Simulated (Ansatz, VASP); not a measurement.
**Two plane-wave programs on Ba2Hf2O**

File INCAR:

```
  ALGO = Normal
  EDIFF = 1E-7
  ENCUT = 520
  GGA = PE
  ISIF = 2
  ISMEAR = 0
  LASPH = T
  LCHARG = F
  LREAL = F
  LWAVE = F
  NBANDS = 31
  NELM = 60
  PREC = Accurate
  SIGMA = 0.1
```

File KPOINTS:

```
k-points
0
Gamma
  6 6 4
```

File POSCAR:

```
Ba2Hf2O
1.0
    5.5000023300      0.0000000000      0.0000000000
   -2.7500011600      4.7631417400      0.0000000000
    0.0000000000      0.0000000000      5.4622499300
Ba Hf O
2 2 1
Direct
    0.3333333300      0.6666666700      0.6890326200
    0.6666666700      0.3333333300      0.6890326200
    0.3333333300      0.6666666700      0.1886829000
    0.6666666700      0.3333333300      0.1886829000
    0.0000000000      0.0000000000      0.0424149200
```

Input for Ansatz:

```yaml
crystal:
  lattice:
    - [5.50000233, 0.0, 0.0]
    - [-2.75000116, 4.76314174, 0.0]
    - [0.0, 0.0, 5.46224993]
  atoms:
    - { symbol: Ba, position: [0.33333333, 0.66666667, 0.68903262] }
    - { symbol: Ba, position: [0.66666667, 0.33333333, 0.68903262] }
    - { symbol: Hf, position: [0.33333333, 0.66666667, 0.1886829] }
    - { symbol: Hf, position: [0.66666667, 0.33333333, 0.1886829] }
    - { symbol: O, position: [0.0, 0.0, 0.04241492] }
basis:
  ecutwfc: 420
kpoints:
  mp_grid: { grid: [6, 6, 4] }
hamiltonian:
  xc: pbe
scf:
  occupations: { method: gaussian, width: 0.1 }
  lower_state_search: "off"
output:
  forces: true
  stress: true
  eigenvalues: true
```

Alike in both runs: task single point; functional PBE; k mesh 6 × 6 × 4; occupations gaussian, width 0.1 eV; no spin polarisation.

```csv
,VASP,Ansatz
version,VASP 6.6.1,Ansatz 0.2.0
potentials or method,"VASP PAW PBE potentials, release 64 (Ba_sv, Hf_pv, O), cutoff 520 eV","scalar-relativistic, plane waves, PAW"
valence electrons in the cell,46,78
```

VASP gave:

- gap on the k mesh at the Fermi level (eV): none
- pressure (GPa): 4.4
- traceless stress, the component that is largest in VASP (GPa): 18.80
- rms of the force components (eV/Å): 0.144

What did Ansatz give for the same quantities?

gap on the k mesh at the Fermi level (eV): none; pressure (GPa): 3.0; traceless stress, the component that is largest in VASP (GPa): 18.25; rms of the force components (eV/Å): 0.149.

Atom by atom the forces differ by 0.010 eV/Å (rms over components). A gap of «none» marks a metal or a gap that the smearing closes. VASP's potentials hold 46 valence electrons a cell and Ansatz's 78, so a difference there can come from the potentials and not from the codes.

Neither program's run includes spin-orbit coupling.
